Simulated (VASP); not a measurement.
Tc, 2 atoms in the cell. Symmetry: P6_3/mmc, No. 194, hexagonal system. Conventional cell: a = 2.740 Å, b = 2.740 Å, c = 4.398 Å, α = 90.00°, β = 90.00°, γ = 120.00°. Within 3.6 Å of Tc (site symmetry -6m2) lie 12 Tc at 2.71 to 2.74 Å. 

```yaml
Program: VASP 6.6.1
Task: single point
Functional: PBE
Potentials_or_basis: VASP PAW PBE potentials, release 64 (Tc_pv)
Cutoff: 520 eV
k_mesh: 14 × 14 × 8
Occupations: fermi-dirac, width 0.05 eV
Spin: no spin polarisation
Dipole_correction: no
Further_INCAR_settings: ALGO = Normal; EDIFF = 1e-07; NBANDS = 20
```

Potentials or basis: VASP PAW PBE potentials, release 64 (Tc_pv).

Command:

```bash
$ cat potpaw_PBE.64/Tc_pv/POTCAR > POTCAR
$ mpirun -np 1 vasp_std > vasp.out
```

Hardware: 1 thread of Intel Xeon 8259CL, with other jobs on the host.

**Question.** How long does it take, and how much memory?

**Answer.** Wall time 77 s on 1 thread of Intel Xeon 8259CL, with other jobs on the host, peak memory 0.18 GiB. Counts: scf iterations 11, k points 120.
